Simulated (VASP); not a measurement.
# LiF (Fm-3m) in VASP: single point with PBEsol

Aim: the single point of LiF with PBEsol.

All numbers are computed with VASP 6.6.1; they aren't measurements. Logs are shortened: lines on timing, memory, paths and dates and some standing lists are left out, and cuts for length are marked.

## (1) The cell of the first run

It takes space group Fm-3m (No. 225, cubic). The conventional cell has a = 4.028 Å, b = 4.028 Å, c = 4.028 Å, α = 90.00°, β = 90.00°, γ = 90.00°. Within 2.7 Å of Li (site symmetry m-3m) lie 6 F at 2.01 Å. F (site symmetry m-3m) has 6 Li at 2.01 Å within 2.7 Å.

## (2) Single point, PBEsol

Contents of INCAR:

```
SYSTEM = LiF
  PREC = Accurate
  ENCUT = 750
  EDIFF = 1E-6
  ISMEAR = 0
  SIGMA = 0.01
  LREAL = .FALSE.
  LASPH = .TRUE.
  NELM = 120
  ALGO = Normal
  ISIF = 2
  LWAVE = .FALSE.
  LCHARG = .TRUE.
  GGA = PS
  LELF = .TRUE.
  LVHAR = .TRUE.
  NBANDS = 12
  GGA_COMPAT = .FALSE.
```

Contents of KPOINTS:

```
regular mesh
0
G
  10 10 10
  0 0 0
```

Contents of POSCAR:

```
LiF
1.0
    0.0000000000      2.0140000000      2.0140000000
    2.0140000000      0.0000000000      2.0140000000
    2.0140000000      2.0140000000      0.0000000000
Li F
1 1
Direct
    0.0000000000      0.0000000000      0.0000000000
    0.5000000000      0.5000000000      0.5000000000
```

Potentials or basis: VASP PAW PBE potentials, release 64 (Li_sv, F).

On the command line:

```sh
$ cat potpaw_PBE.64/Li_sv/POTCAR potpaw_PBE.64/F/POTCAR > POTCAR
$ mpirun -np 1 vasp_std > vasp.out
```

OUTCAR:

```text
SYSTEM = LiF
   PREC = Accurate
   ENCUT = 750
   EDIFF = 1E-6
   ISMEAR = 0
   LREAL = .FALSE.
   LASPH = .TRUE.
   NELM = 120
   ISIF = 2
   GGA = PS

 ion  position               nearest neighbor table
   1  0.000  0.000  0.000-   2 2.01   2 2.01   2 2.01   2 2.01   2 2.01   2 2.01
   2  0.500  0.500  0.500-   1 2.01   1 2.01   1 2.01   1 2.01   1 2.01   1 2.01

  LATTYP: Found a face centered cubic cell.
 ALAT       =     4.0280000000

  Lattice vectors:

 A1 = (   0.0000000000,   2.0140000000,   2.0140000000)
 A2 = (   2.0140000000,   0.0000000000,   2.0140000000)
 A3 = (   2.0140000000,   2.0140000000,   0.0000000000)

Analysis of symmetry for initial positions (statically):
=====================================================================
 Subroutine PRICEL returns:
 Original cell was already a primitive cell.

 Routine SETGRP: Setting up the symmetry group for a
 face centered cubic supercell.

 Subroutine GETGRP returns: Found 48 space group operations
 (whereof 48 operations were pure point group operations)
 out of a pool of 48 trial point group operations.

The static configuration has the point symmetry O_h .

Analysis of symmetry for dynamics (positions and initial velocities):
=====================================================================
 Subroutine PRICEL returns:
 Original cell was already a primitive cell.

 Routine SETGRP: Setting up the symmetry group for a
 face centered cubic supercell.

 Subroutine GETGRP returns: Found 48 space group operations
 (whereof 48 operations were pure point group operations)
 out of a pool of 48 trial point group operations.

The dynamic configuration has the point symmetry O_h .

 Subroutine INISYM returns: Found 48 space group operations
 (whereof 48 operations are pure point group operations),
 and found     1 'primitive' translations

----------------------------------------------------------------------------------------

                                     Primitive cell

  volume of cell :      16.3384

  direct lattice vectors                    reciprocal lattice vectors
     0.000000000  2.014000000  2.014000000    -0.248262165  0.248262165  0.248262165
     2.014000000  0.000000000  2.014000000     0.248262165 -0.248262165  0.248262165
     2.014000000  2.014000000  0.000000000     0.248262165  0.248262165 -0.248262165

  length of vectors
     2.848226115  2.848226115  2.848226115     0.430002683  0.430002683  0.430002683

  position of ions in fractional coordinates (direct lattice)
     0.000000000  0.000000000  0.000000000
     0.500000000  0.500000000  0.500000000

  ion indices of the primitive-cell ions
   primitive index   ion index
                 1           1
                 2           2

----------------------------------------------------------------------------------------

 KPOINTS: regular mesh

Automatic generation of k-mesh.
 Grid dimensions read from file:
 generate k-points for:   10   10   10

 Generating k-lattice:

  Cartesian coordinates                     Fractional coordinates (reciprocal lattice)
    -0.024826216  0.024826216  0.024826216     0.100000000  0.000000000  0.000000000
     0.024826216 -0.024826216  0.024826216     0.000000000  0.100000000  0.000000000
     0.024826216  0.024826216 -0.024826216     0.000000000  0.000000000  0.100000000

  Length of vectors
     0.043000268  0.043000268  0.043000268

  Shift w.r.t. Gamma in fractional coordinates (k-lattice)
     0.000000000  0.000000000  0.000000000

 Subroutine IBZKPT returns following result:
 ===========================================

 Found     47 irreducible k-points:

 Following reciprocal coordinates:
            Coordinates               Weight
  0.000000  0.000000  0.000000      1.000000
  0.100000  0.000000  0.000000      8.000000
  0.200000  0.000000  0.000000      8.000000
  0.300000  0.000000  0.000000      8.000000
  0.400000  0.000000  0.000000      8.000000
  0.500000  0.000000  0.000000      4.000000
[... 16 lines left out ...]
  0.300000  0.300000  0.000000      6.000000
  0.400000  0.300000  0.000000     24.000000
 [... further k-points ...]
   k-points           NKPTS =     47   k-points in BZ     NKDIM =     47   number of bands    NBANDS=     12
   number of dos      NEDOS =    301   number of ions     NIONS =      2
   total plane-waves  NPLWV =  21952
   dimension x,y,z NGX =    28 NGY =   28 NGZ =   28
   dimension x,y,z NGXF=    56 NGYF=   56 NGZF=   56
   ions per type =               1   1
   NGX,Y,Z   is equivalent  to a cutoff of  16.34, 16.34, 16.34 a.u.
   NGXF,Y,Z  is equivalent  to a cutoff of  32.69, 32.69, 32.69 a.u.
 SYSTEM =  LiF
   PREC   = accura    normal or accurate (medium, high low for compatibility)
   ISTART =      0    job   : 0-new  1-cont  2-samecut
   ICHARG =      2    charge: 1-file 2-atom 10-const
   ISPIN  =      1    spin polarized calculation?
   LNONCOLLINEAR =      F non collinear calculations
   LSORBIT =      F    spin-orbit coupling
   LASPH  =      T    aspherical Exc in radial PAW
   ENCUT  =  750.0 eV  55.12 Ry    7.42 a.u.   6.36  6.36  6.36*2*pi/ulx,y,z
   NELM   =    120;   NELMIN=  2; NELMDL= -5     # of ELM steps
   EDIFF  = 0.1E-05   stopping-criterion for ELM
   LREAL  =      F    real-space projection
   EDIFFG = 0.1E-04   stopping-criterion for IOM
   NSW    =      0    number of steps for IOM
   IBRION =     -1    ionic relax: 0-MD 1-quasi-New 2-CG
   NFREE  =      0    steps in history (QN), initial steepest desc. (CG)
   ISIF   =      2    stress and relaxation
   ISYM   =      2    0-nonsym 1-usesym 2-fastsym
   POTIM  = 0.5000    time-step for ionic-motion
   TEBEG  =    0.0;   TEEND  =   0.0 temperature during run
   PSTRESS=    0.0 pullay stress
   NELECT =      10.0000    total number of electrons
   NUPDOWN=      -1.0000    fix difference up-down
   EMIN   =  10.00;   EMAX   =-10.00  energy-range for DOS
   EFERMI =   0.00;   METHOD = LEGACY
   ISMEAR =     0;   SIGMA  =   0.01  broadening in eV -4-tet -1-fermi 0-gaus
   EFERMI_NEDOS =   21; number of points for ismear=-14 and -15
   IALGO  =     38    algorithm
   IMIX   =      4    mixing-type and parameters
     AMIX     =   0.40;   BMIX     =  1.00
     AMIX_MAG =   1.60;   BMIX_MAG =  1.00
  volume/ion in A,a.u.               =       8.17        55.13
  Fermi-wavevector in a.u.,A,eV,Ry     =   1.389970  2.626662 26.286674  1.932016
  Thomas-Fermi vector in A             =   2.513950
   LORBIT       =      0    0 simple, 1 ext, 2 COOP (PROOUT), +10 PAW based schemes
   GGA     = PS    functional components
   LHFCALC =     F    Hartree Fock is set to
   AEXX    =    0.0000 exact exchange contribution
   IVDW    =     0    specifies the selected vdW correction
   LEPSILON=     F    determine dielectric tensor
   LRPA    =     F    only Hartree local field effects (RPA)
 non-spin polarized calculation
 Gauss-broadening in eV      SIGMA  =   0.01
  energy-cutoff  :      750.00
  volume of cell :       16.34
 maximum number of plane-waves:       778
 NGX is ok and might be reduce to    28
   NGX = 13   NGY = 13   NGZ = 13

 number of electron      10.0000002 magnetization

 Free energy of the ion-electron system (eV)
  ---------------------------------------------------
  ext. energy  EPLUGINS =         0.00000000
  ---------------------------------------------------
  free energy    TOTEN  =        -9.85690203 eV

  energy without entropy =       -9.85690203  energy(sigma->0) =       -9.85690203

 E-fermi :  -0.9120     XC(G=0): -10.2028

 val. band max:       -1.1178968160   @ k =   0.0000   0.0000   0.0000
 cond. band min:       7.7892799732   @ k =   0.0000   0.0000   0.0000
 fundamental gap:      8.9071767892
 Fermi energy:        -0.9119859441

 k-point     1 :       0.0000    0.0000    0.0000
  band No.  band energies     occupation
      1     -41.3097      2.00000
      2     -20.9798      2.00000
      3      -1.1179      2.00000
      4      -1.1179      2.00000
      5      -1.1179      2.00000
      6       7.7893      0.00000
      7      22.7176      0.00000
      8      22.7176      0.00000
      9      22.7176      0.00000
     10      22.9994      0.00000
     11      22.9994      0.00000
     12      22.9994      0.00000

 k-point     2 :       0.1000    0.0000    0.0000
  band No.  band energies     occupation
      1     -41.3036      2.00000
      2     -20.9405      2.00000
      3      -1.4121      2.00000
      4      -1.1413      2.00000
      5      -1.1413      2.00000
      6       8.0841      0.00000
      7      19.9632      0.00000
      8      21.4423      0.00000
      9      21.4423      0.00000
     10      24.0648      0.00000
     11      24.0648      0.00000
     12      24.0940      0.00000

 k-point     3 :       0.2000    0.0000    0.0000
  band No.  band energies     occupation
      1     -41.2877      2.00000
      2     -20.8348      2.00000
      3      -2.1153      2.00000
      4      -1.2015      2.00000
      5      -1.2015      2.00000
      6       8.7367      0.00000
      7      17.4844      0.00000
      8      19.9545      0.00000
      9      19.9545      0.00000
     10      25.0569      0.00000
     11      25.4089      0.00000
     12      25.4089      0.00000
[... 286 lines left out ...]
 k-point    23 :       0.3000    0.3000    0.0000
  band No.  band energies     occupation
      1     -41.2562      2.00000
      2     -20.5546      2.00000
      3      -3.0579      2.00000
      4      -1.7901      2.00000
      5      -1.7901      2.00000
      6      10.9734      0.00000
      7      16.5414      0.00000
      8      17.7865      0.00000
      9      19.1408      0.00000
     10      19.1408      0.00000
     11      33.2631      0.00000
     12      33.3487      0.00000

 k-point    24 :       0.4000    0.3000    0.0000
  band No.  band energies     occupation
      1     -41.2444      2.00000
      2     -20.4420      2.00000
      3      -3.4796      2.00000
      4      -2.0043      2.00000
      5      -1.8899      2.00000
      6      11.7924      0.00000
      7      15.4244      0.00000
      8      17.2792      0.00000
      9      18.8935      0.00000
     10      19.9350      0.00000
     11      32.7020      0.00000
     12      33.6512      0.00000

 [... further k-points ...]

------------------------ aborting loop because EDIFF is reached ----------------------------------------

  FORCE on cell =-STRESS in cart. coord.  units (eV):
  Direction    XX          YY          ZZ          XY          YZ          ZX
  --------------------------------------------------------------------------------------
  -------------------------------------------------------------------------------------
  Total       -0.1483246     -0.1483246     -0.1483246     -0.0000000     -0.0000000      0.0000000
  in kB      -14.5450538    -14.5450538    -14.5450538     -0.0000000     -0.0000000      0.0000000
  external PRESSURE =     -14.5450538 kB  Pullay stress =       0.0000000 kB

 VOLUME and BASIS-vectors are now :
 -----------------------------------------------------------------------------
  energy-cutoff  :      750.00
  volume of cell :       16.34
      direct lattice vectors                 reciprocal lattice vectors
     0.000000000  2.014000000  2.014000000    -0.248262165  0.248262165  0.248262165
     2.014000000  0.000000000  2.014000000     0.248262165 -0.248262165  0.248262165
     2.014000000  2.014000000  0.000000000     0.248262165  0.248262165 -0.248262165

 POSITION                                       TOTAL-FORCE (eV/Angst)
 -----------------------------------------------------------------------------------
      0.00000      0.00000      0.00000         0.000000     -0.000000     -0.000000
      2.01400      2.01400      2.01400        -0.000000      0.000000      0.000000
 -----------------------------------------------------------------------------------
    total drift:                                0.000000      0.000000      0.000000

  FREE ENERGIE OF THE ION-ELECTRON SYSTEM (eV)
  ---------------------------------------------------
  free  energy   TOTEN  =        -9.8569020283 eV

  energy  without entropy=       -9.8569020283  energy(sigma->0) =       -9.85690203
```

Wall time 15 s (1 thread of AMD EPYC 7R43 (Zen 3), shared host); peak memory 0.12 GiB.

What came out:

- Free energy: -9.8569 eV
- Pressure: -1.5 GPa
- Band gap on the k mesh: 8.91 eV

Levels at points of the mesh, in eV from the valence-band top:
| k point | band 3 | band 4 | band 5 | band 6 | band 7 | band 8 |
| --- | --- | --- | --- | --- | --- | --- |
| (0.00, 0.00, 0.00) | 0.00 | 0.00 | 0.00 | 8.91 | 23.84 | 23.84 |
| (0.50, 0.00, 0.00) | -2.56 | -0.23 | -0.23 | 10.58 | 16.54 | 18.75 |
| (0.50, 0.50, 0.00) | -3.06 | -1.01 | -1.01 | 14.63 | 16.20 | 17.32 |

Caveat: the PAW data sets were made with another functional, which shifts forces and pressure a little. Expect the measured gap to be larger: semilocal functionals such as PBEsol lack the derivative discontinuity.
